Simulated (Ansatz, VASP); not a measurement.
# One calculation of MgF2, two programs

File INCAR:

```
SYSTEM = MgF2
ALGO = Normal ; EDIFF = 1E-6
ENCUT = 600 ; GGA = PS
GGA_COMPAT = .FALSE. ; ISIF = 2
ISMEAR = -1 ; LASPH = .TRUE.
LCHARG = .FALSE. ; LREAL = .FALSE.
LWAVE = .FALSE. ; NBANDS = 25
NELM = 120 ; PREC = Accurate
SIGMA = 0.08
```

KPOINTS

```
k-points
0
G
  7 7 10
  0 0 0
```

POSCAR

```
MgF2
1.0
    4.4317605386      0.0000000000      0.0000000000
    0.0000000000      4.4317605386      0.0000000000
    0.0000000000      0.0000000000      2.9532172506
Mg F
2 4
Direct
    0.0000000000      0.0000000000      0.0000000000
    0.5000000000      0.5000000000      0.5000000000
    0.3017720453      0.3017720453      0.0000000000
    0.6982279547      0.6982279547      0.0000000000
    0.8017720453      0.1982279547      0.5000000000
    0.1982279547      0.8017720453      0.5000000000
```

Input for Ansatz:

```yaml
crystal:
  lattice:
    - [4.4317605386, 0.0, 0.0]
    - [0.0, 4.4317605386, 0.0]
    - [0.0, 0.0, 2.9532172506]
  atoms:
    - { symbol: Mg, position: [0.0, 0.0, 0.0] }
    - { symbol: Mg, position: [0.5, 0.5, 0.5] }
    - { symbol: F, position: [0.3017720453, 0.3017720453, 0.0] }
    - { symbol: F, position: [0.6982279547, 0.6982279547, 0.0] }
    - { symbol: F, position: [0.8017720453, 0.1982279547, 0.5] }
    - { symbol: F, position: [0.1982279547, 0.8017720453, 0.5] }
kpoints:
  mp_grid: { grid: [7, 7, 10] }
scf:
  occupations: { method: fermi_dirac, width: 0.08 }
hamiltonian:
  xc: pbesol
  pseudopotentials: { kind: paw }
output:
  forces: true
  stress: true
  eigenvalues: true
  populations: true
  write_density: true
  write_potential: true
  elf: true
  volumetric_format: npy
```

Change from the starting cell: volume scaled by 0.88, PAW files.

Alike in both runs: task single point; functional PBEsol; k mesh 7 × 7 × 10; occupations fermi-dirac, width 0.08 eV; no spin polarisation.

|  | VASP | Ansatz |
| --- | --- | --- |
| version | VASP 6.6.1 | Ansatz 0.2.0 |
| potentials or method | VASP PAW PBE potentials, release 64 (Mg, F) | PAW with Ansatz's default frozen-core files, scalar-relativistic |
| plane-wave cutoff (eV) | 600 | 420 |
| valence electrons in the cell | 32 | 48 |

|  | VASP | Ansatz | Ansatz less VASP |
| --- | --- | --- | --- |
| gap on the k mesh at the Fermi level (eV) | 7.75 | 7.78 | +0.025 |
| pressure (GPa) | 15.6 | 16.6 | +0.94 |

VASP's potentials were made for PBE, not for PBEsol. The functional is the same, so the differences come from potentials, cutoffs and numerics. VASP's potentials hold 32 valence electrons a cell and Ansatz's 48, so a difference there can come from the potentials and not from the codes.
